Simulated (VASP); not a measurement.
# KCl (Fm-3m) in VASP: further runs

Runs on KCl. Level: PBE. Tasks: density of states, electric field gradients.

Program: VASP 6.6.1. These are calculated values, not measurements. Logs are shortened: lines on timing, memory, paths and dates and some standing lists are left out, and cuts for length are marked.

## Step 1: The cell of the first run

It takes space group Fm-3m (No. 225, cubic). Conventional cell: a = 6.312 Å, b = 6.312 Å, c = 6.312 Å, α = 90.00°, β = 90.00°, γ = 90.00°. K (site symmetry m-3m) has 6 Cl at 3.16 Å within 4.2 Å. Within 4.2 Å of Cl (site symmetry m-3m) lie 6 K at 3.16 Å.

## Step 2: Density of states, PBE

File POSCAR:

```
KCl
1.0
    0.0000000000      3.1561000000      3.1561000000
    3.1561000000      0.0000000000      3.1561000000
    3.1561000000      3.1561000000      0.0000000000
K Cl
1 1
Direct
    0.0000000000      0.0000000000      0.0000000000
    0.5000000000      0.5000000000      0.5000000000
```

File INCAR.step1:

```
PREC = Accurate
ENCUT = 520
EDIFF = 1E-7
ISMEAR = -1
SIGMA = 0.03
LREAL = F
LASPH = T
NELM = 100
ALGO = Normal
ISIF = 2
LWAVE = F
LCHARG = T
GGA = PE
NBANDS = 15
```

File KPOINTS.step1:

```
Automatic mesh
0
Gamma
  7 7 7
```

File INCAR.step2:

```
PREC = Accurate
ENCUT = 520
EDIFF = 1E-7
ISMEAR = -5
SIGMA = 0.03
LREAL = F
LASPH = T
NELM = 100
ALGO = Normal
ISIF = 2
LWAVE = F
LCHARG = F
GGA = PE
LORBIT = 11
NBANDS = 15
NEDOS = 2001
ICHARG = 11
```

File KPOINTS.step2:

```
Automatic mesh
0
Gamma
  11 11 11
```

Potentials or basis: VASP PAW PBE potentials, release 64 (K_sv, Cl).

Started as:

```
> cat potpaw_PBE.64/K_sv/POTCAR potpaw_PBE.64/Cl/POTCAR > POTCAR
> cp INCAR.step1 INCAR
> cp KPOINTS.step1 KPOINTS
> mpirun -np 1 vasp_std > vasp.out
> cp INCAR.step2 INCAR
> cp KPOINTS.step2 KPOINTS
> mpirun -np 1 vasp_std > vasp.out
```

OUTCAR:

```text
PREC = Accurate
   ENCUT = 520
   EDIFF = 1E-7
   ISMEAR = -5
   LREAL = F
   LASPH = T
   NELM = 100
   ISIF = 2
   GGA = PE
   LORBIT = 11
   ICHARG = 11

 ion  position               nearest neighbor table
   1  0.000  0.000  0.000-   2 3.16   2 3.16   2 3.16   2 3.16   2 3.16   2 3.16
   2  0.500  0.500  0.500-   1 3.16   1 3.16   1 3.16   1 3.16   1 3.16   1 3.16

  LATTYP: Found a face centered cubic cell.
 ALAT       =     6.3122000000

  Lattice vectors:

 A1 = (   0.0000000000,   3.1561000000,   3.1561000000)
 A2 = (   3.1561000000,   0.0000000000,   3.1561000000)
 A3 = (   3.1561000000,   3.1561000000,   0.0000000000)

Analysis of symmetry for initial positions (statically):
=====================================================================
 Subroutine PRICEL returns:
 Original cell was already a primitive cell.

 Routine SETGRP: Setting up the symmetry group for a
 face centered cubic supercell.

 Subroutine GETGRP returns: Found 48 space group operations
 (whereof 48 operations were pure point group operations)
 out of a pool of 48 trial point group operations.

The static configuration has the point symmetry O_h .

Analysis of symmetry for dynamics (positions and initial velocities):
=====================================================================
 Subroutine PRICEL returns:
 Original cell was already a primitive cell.

 Routine SETGRP: Setting up the symmetry group for a
 face centered cubic supercell.

 Subroutine GETGRP returns: Found 48 space group operations
 (whereof 48 operations were pure point group operations)
 out of a pool of 48 trial point group operations.

The dynamic configuration has the point symmetry O_h .

 Subroutine INISYM returns: Found 48 space group operations
 (whereof 48 operations are pure point group operations),
 and found     1 'primitive' translations

----------------------------------------------------------------------------------------

                                     Primitive cell

  volume of cell :      62.8756

  direct lattice vectors                    reciprocal lattice vectors
     0.000000000  3.156100000  3.156100000    -0.158423371  0.158423371  0.158423371
     3.156100000  0.000000000  3.156100000     0.158423371 -0.158423371  0.158423371
     3.156100000  3.156100000  0.000000000     0.158423371  0.158423371 -0.158423371

  length of vectors
     4.463399424  4.463399424  4.463399424     0.274397327  0.274397327  0.274397327

  position of ions in fractional coordinates (direct lattice)
     0.000000000  0.000000000  0.000000000
     0.500000000  0.500000000  0.500000000

  ion indices of the primitive-cell ions
   primitive index   ion index
                 1           1
                 2           2

----------------------------------------------------------------------------------------

 KPOINTS: Automatic mesh

Automatic generation of k-mesh.
 Grid dimensions read from file:
 generate k-points for:   11   11   11

 Generating k-lattice:

  Cartesian coordinates                     Fractional coordinates (reciprocal lattice)
    -0.014402125  0.014402125  0.014402125     0.090909091  0.000000000  0.000000000
     0.014402125 -0.014402125  0.014402125     0.000000000  0.090909091  0.000000000
     0.014402125  0.014402125 -0.014402125     0.000000000  0.000000000  0.090909091

  Length of vectors
     0.024945212  0.024945212  0.024945212

  Shift w.r.t. Gamma in fractional coordinates (k-lattice)
     0.000000000  0.000000000  0.000000000

 TETIRR: Found    201 inequivalent tetrahedra from     7986

 Subroutine IBZKPT returns following result:
 ===========================================

 Found     56 irreducible k-points:

 Following reciprocal coordinates:
            Coordinates               Weight
  0.000000  0.000000  0.000000      1.000000
  0.090909  0.000000  0.000000      8.000000
  0.181818  0.000000  0.000000      8.000000
  0.272727  0.000000  0.000000      8.000000
  0.363636  0.000000  0.000000      8.000000
  0.454545  0.000000  0.000000      8.000000
[... 16 lines left out ...]
 -0.272727  0.181818  0.000000     24.000000
 -0.181818  0.181818  0.000000     12.000000
 [... further k-points ...]
   k-points           NKPTS =     56   k-points in BZ     NKDIM =     56   number of bands    NBANDS=     15
   number of dos      NEDOS =   2001   number of ions     NIONS =      2
   total plane-waves  NPLWV =  46656
   dimension x,y,z NGX =    36 NGY =   36 NGZ =   36
   dimension x,y,z NGXF=    72 NGYF=   72 NGZF=   72
   ions per type =               1   1
   NGX,Y,Z   is equivalent  to a cutoff of  13.41, 13.41, 13.41 a.u.
   NGXF,Y,Z  is equivalent  to a cutoff of  26.82, 26.82, 26.82 a.u.
 SYSTEM =  unknown system
   PREC   = accura    normal or accurate (medium, high low for compatibility)
   ISTART =      0    job   : 0-new  1-cont  2-samecut
   ICHARG =     11    charge: 1-file 2-atom 10-const
   ISPIN  =      1    spin polarized calculation?
   LNONCOLLINEAR =      F non collinear calculations
   LSORBIT =      F    spin-orbit coupling
   LASPH  =      T    aspherical Exc in radial PAW
   ENCUT  =  520.0 eV  38.22 Ry    6.18 a.u.   8.30  8.30  8.30*2*pi/ulx,y,z
   NELM   =    100;   NELMIN=  2; NELMDL=  0     # of ELM steps
   EDIFF  = 0.1E-06   stopping-criterion for ELM
   LREAL  =      F    real-space projection
   EDIFFG = 0.1E-05   stopping-criterion for IOM
   NSW    =      0    number of steps for IOM
   IBRION =     -1    ionic relax: 0-MD 1-quasi-New 2-CG
   NFREE  =      0    steps in history (QN), initial steepest desc. (CG)
   ISIF   =      2    stress and relaxation
   ISYM   =      2    0-nonsym 1-usesym 2-fastsym
   POTIM  = 0.5000    time-step for ionic-motion
   TEBEG  =    0.0;   TEEND  =   0.0 temperature during run
   PSTRESS=    0.0 pullay stress
   NELECT =      16.0000    total number of electrons
   NUPDOWN=      -1.0000    fix difference up-down
   EMIN   =  10.00;   EMAX   =-10.00  energy-range for DOS
   EFERMI =   0.00;   METHOD = LEGACY
   ISMEAR =    -5;   SIGMA  =   0.03  broadening in eV -4-tet -1-fermi 0-gaus
   EFERMI_NEDOS =   21; number of points for ismear=-14 and -15
   IALGO  =     38    algorithm
   IMIX   =      4    mixing-type and parameters
     AMIX     =   0.40;   BMIX     =  1.00
     AMIX_MAG =   1.60;   BMIX_MAG =  1.00
  volume/ion in A,a.u.               =      31.44       212.15
  Fermi-wavevector in a.u.,A,eV,Ry     =   1.037419  1.960437 14.643101  1.076238
  Thomas-Fermi vector in A             =   2.171856
   LORBIT       =     11    0 simple, 1 ext, 2 COOP (PROOUT), +10 PAW based schemes
   GGA     = PE    functional components
   LHFCALC =     F    Hartree Fock is set to
   AEXX    =    0.0000 exact exchange contribution
   IVDW    =     0    specifies the selected vdW correction
   LEPSILON=     F    determine dielectric tensor
   LRPA    =     F    only Hartree local field effects (RPA)
 non-spin polarized calculation
 Fermi weights with tetrahedron method with Bloechl corrections
  energy-cutoff  :      520.00
  volume of cell :       62.88
 maximum number of plane-waves:      1715
 NGX is ok and might be reduce to    36

 number of electron      16.0000000 magnetization

 Free energy of the ion-electron system (eV)
  ---------------------------------------------------
  ext. energy  EPLUGINS =         0.00000000
  ---------------------------------------------------
  free energy    TOTEN  =        -6.80651702 eV

  energy without entropy =       -6.80651702  energy(sigma->0) =       -6.80651702

 E-fermi :  -1.8638     XC(G=0):  -7.5016

 val. band max:       -1.8782676961   @ k =   0.0000   0.0000   0.0000
 cond. band min:       3.2771830400   @ k =   0.0000   0.0000   0.0000
 fundamental gap:      5.1554507361
 Fermi energy:        -1.8638166645

 k-point     1 :       0.0000    0.0000    0.0000
  band No.  band energies     occupation
      1     -29.0987      2.00000
      2     -13.9857      2.00000
      3     -12.5593      2.00000
      4     -12.5593      2.00000
      5     -12.5593      2.00000
      6      -1.8783      2.00000
      7      -1.8783      2.00000
      8      -1.8783      2.00000
      9       3.2772      0.00000
     10       6.4971      0.00000
     11       6.4971      0.00000
     12       6.4971      0.00000
     13       7.3686      0.00000
     14       7.3686      0.00000
     15      11.0717      0.00000

 k-point     2 :       0.0909    0.0000    0.0000
  band No.  band energies     occupation
      1     -29.0979      2.00000
      2     -14.0022      2.00000
      3     -12.5601      2.00000
      4     -12.5601      2.00000
      5     -12.5387      2.00000
      6      -1.9819      2.00000
      7      -1.9052      2.00000
      8      -1.9052      2.00000
      9       3.4793      0.00000
     10       6.4266      0.00000
     11       6.6003      0.00000
     12       6.6003      0.00000
     13       7.4803      0.00000
     14       7.4803      0.00000
     15      11.3910      0.00000

 k-point     3 :       0.1818    0.0000    0.0000
  band No.  band energies     occupation
      1     -29.0958      2.00000
      2     -14.0445      2.00000
      3     -12.5620      2.00000
      4     -12.5620      2.00000
      5     -12.4853      2.00000
      6      -2.2352      2.00000
      7      -1.9757      2.00000
      8      -1.9757      2.00000
      9       4.0121      0.00000
     10       6.3080      0.00000
     11       6.9010      0.00000
     12       6.9010      0.00000
     13       7.8016      0.00000
     14       7.8016      0.00000
     15      12.0336      0.00000

 k-point     4 :       0.2727    0.0000    0.0000
  band No.  band energies     occupation
      1     -29.0929      2.00000
      2     -14.0958      2.00000
      3     -12.5646      2.00000
      4     -12.5646      2.00000
      5     -12.4190      2.00000
      6      -2.5269      2.00000
      7      -2.0648      2.00000
      8      -2.0648      2.00000
      9       4.7020      0.00000
     10       6.2886      0.00000
     11       7.3741      0.00000
     12       7.3741      0.00000
     13       8.2880      0.00000
     14       8.2880      0.00000
     15      11.4590      0.00000
[... 307 lines left out ...]
 k-point    22 :      -0.3636    0.1818    0.0000
  band No.  band energies     occupation
      1     -29.0880      2.00000
      2     -14.1073      2.00000
      3     -12.6088      2.00000
      4     -12.5723      2.00000
      5     -12.3848      2.00000
      6      -2.7517      2.00000
      7      -2.2331      2.00000
      8      -2.1948      2.00000
      9       5.8287      0.00000
     10       6.4805      0.00000
     11       8.1036      0.00000
     12       8.2820      0.00000
     13       8.6967      0.00000
     14       9.8678      0.00000
     15      10.0089      0.00000

 k-point    23 :      -0.2727    0.1818    0.0000
  band No.  band energies     occupation
      1     -29.0897      2.00000
      2     -14.1008      2.00000
      3     -12.6054      2.00000
      4     -12.5654      2.00000
      5     -12.3928      2.00000
      6      -2.6780      2.00000
      7      -2.1659      2.00000
      8      -2.1547      2.00000
      9       5.4785      0.00000
     10       6.2048      0.00000
     11       7.7265      0.00000
     12       8.1293      0.00000
     13       8.4449      0.00000
     14       9.3310      0.00000
     15      10.2092      0.00000

 k-point    24 :      -0.1818    0.1818    0.0000
  band No.  band energies     occupation
      1     -29.0920      2.00000
      2     -14.0850      2.00000
      3     -12.5929      2.00000
      4     -12.5606      2.00000
      5     -12.4185      2.00000
      6      -2.5442      2.00000
      7      -2.1073      2.00000
      8      -2.0624      2.00000
      9       4.8973      0.00000
     10       6.0935      0.00000
     11       7.2747      0.00000
     12       7.9254      0.00000
     13       8.0414      0.00000
     14       8.7200      0.00000
     15      10.9111      0.00000

 [... further k-points ...]

------------------------ aborting loop because EDIFF is reached ----------------------------------------

  FORCE on cell =-STRESS in cart. coord.  units (eV):
  Direction    XX          YY          ZZ          XY          YZ          ZX
  --------------------------------------------------------------------------------------
  -------------------------------------------------------------------------------------
  Total        0.2348153      0.2348153      0.2348153      0.0000000     -0.0000000      0.0000000
  in kB        5.9834909      5.9834909      5.9834909      0.0000000     -0.0000000      0.0000000
  external PRESSURE =       5.9834909 kB  Pullay stress =       0.0000000 kB

 VOLUME and BASIS-vectors are now :
 -----------------------------------------------------------------------------
  energy-cutoff  :      520.00
  volume of cell :       62.88
      direct lattice vectors                 reciprocal lattice vectors
     0.000000000  3.156100000  3.156100000    -0.158423371  0.158423371  0.158423371
     3.156100000  0.000000000  3.156100000     0.158423371 -0.158423371  0.158423371
     3.156100000  3.156100000  0.000000000     0.158423371  0.158423371 -0.158423371

 POSITION                                       TOTAL-FORCE (eV/Angst)
 -----------------------------------------------------------------------------------
      0.00000      0.00000      0.00000        -0.000000     -0.000000     -0.000000
      3.15610      3.15610      3.15610         0.000000      0.000000      0.000000
 -----------------------------------------------------------------------------------
    total drift:                                0.000000      0.000000      0.000000

  FREE ENERGIE OF THE ION-ELECTRON SYSTEM (eV)
  ---------------------------------------------------
  free  energy   TOTEN  =        -6.8065170204 eV

  energy  without entropy=       -6.8065170204  energy(sigma->0) =       -6.80651702

 total charge

# of ion       s       p       d       tot
------------------------------------------
    1        1.957   5.583   0.024   7.564
    2        1.588   3.571   0.000   5.159
--------------------------------------------------
tot          3.545   9.154   0.024  12.723
```

It took 44 s on 1 thread of Intel Xeon Platinum 8488C (Sapphire Rapids), shared host; peak memory 0.21 GiB.

Results:

- Valence electrons inside the program's atomic spheres: K 7.56; Cl 5.16

[end of part 1 of 2]
